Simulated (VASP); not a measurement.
BaTl4S4:

```xyz
9
Lattice="6.0086 0.0000 0.0000 -3.0043 5.2036 0.0000 0.0000 0.0000 9.0262" Properties=species:S:1:pos:R:3 pbc="T T T"
Ba    0.0000    0.0000    1.7022
Tl    3.0043    0.0000    4.5211
Tl   -1.5022    2.6018    4.5211
Tl    1.5022    2.6018    4.5211
Tl    0.0000    0.0000    4.8687
S     3.0043    0.0000    8.0449
S    -1.5022    2.6018    8.0449
S     1.5022    2.6018    8.0449
S     0.0000    0.0000    6.8038
```

The cell was generated, and may not be a known phase.

| Item | Value |
| --- | --- |
| Program | VASP 6.6.1 |
| Task | relaxation of cell and atoms |
| Functional | PBE |
| Potentials or basis | VASP PAW PBE potentials, release 64 (Ba_sv, Tl_d, S) |
| Cutoff | 600 eV |
| k mesh | 3 × 3 × 2 |
| Occupations | gaussian, width 0.1 eV |
| Spin | no spin polarisation |

At the start: pressure 7.4 GPa; volume 31.36 Å³/atom.

Task: How do energy, volume and symmetry change on relaxing?

Result: Over 47 steps the energy falls by 1093.8 meV/atom and the volume is 39.71 Å³/atom (+26.6 %); space group P6mm (No. 183, to 0.1 Å) before and after.

The path:
| step | energy change (eV) | largest force (eV/Å) | pressure (GPa) | volume (Å³) |
| --- | --- | --- | --- | --- |
| 1 | 0.0000 | 14.1989 | 7.41 | 282.22 |
| 3 | -1.7177 | 3.2114 | -1.67 | 342.00 |
| 5 | -2.3326 | 2.8605 | -0.19 | 309.78 |
| 7 | -2.4317 | 2.8380 | 0.47 | 303.13 |
| 9 | -2.4456 | 2.8345 | 0.81 | 300.39 |
| 11 | -4.3747 | 1.1182 | -2.07 | 333.31 |
| 13 | -4.3895 | 0.8317 | -2.03 | 334.93 |
| 15 | -4.6015 | 1.3398 | -0.62 | 319.52 |
| 17 | -5.2625 | 1.1594 | 3.61 | 274.74 |
| 19 | -6.1080 | 2.3592 | 2.87 | 278.24 |
| 21 | -7.6274 | 2.9341 | 1.57 | 295.77 |
| 23 | -9.3956 | 0.9260 | -0.88 | 402.63 |
| 25 | -9.5778 | 0.8202 | -0.22 | 376.74 |
| 27 | -9.7145 | 0.5142 | 0.14 | 367.09 |
| 29 | -9.7940 | 0.2725 | -0.23 | 368.35 |
| 31 | -9.8287 | 0.1237 | 0.06 | 365.75 |
| 33 | -9.8314 | 0.0758 | -0.02 | 367.04 |
| 35 | -9.8328 | 0.0526 | -0.02 | 366.82 |
| 37 | -9.8338 | 0.0571 | 0.06 | 365.19 |
| 39 | -9.8346 | 0.0856 | -0.02 | 364.21 |
| 41 | -9.8358 | 0.0654 | 0.00 | 364.43 |
| 43 | -9.8406 | 0.0542 | -0.06 | 363.29 |
| 45 | -9.8416 | 0.0865 | -0.09 | 362.49 |
| 47 | -9.8446 | 0.0338 | -0.02 | 357.38 |

Final structure:
```yaml
crystal:
  lattice:
    - [6.50745, 0.00000, 0.00000]
    - [-3.25372, 5.63562, 0.00000]
    - [0.00000, 0.00000, 9.74484]
  atoms:
    - { symbol: Ba, position: [0.00000, 0.00000, 0.94352] }
    - { symbol: Tl, position: [0.50000, 0.00000, 0.64993] }
    - { symbol: Tl, position: [0.00000, 0.50000, 0.64993] }
    - { symbol: Tl, position: [0.50000, 0.50000, 0.64993] }
    - { symbol: Tl, position: [0.00000, 0.00000, 0.35860] }
    - { symbol: S, position: [0.50000, 0.00000, 0.92629] }
    - { symbol: S, position: [0.00000, 0.50000, 0.92629] }
    - { symbol: S, position: [0.50000, 0.50000, 0.92629] }
    - { symbol: S, position: [0.00000, 0.00000, 0.62749] }
```

Caveat: the volume moved by over 15 % at a fixed basis, so the end points are rough.
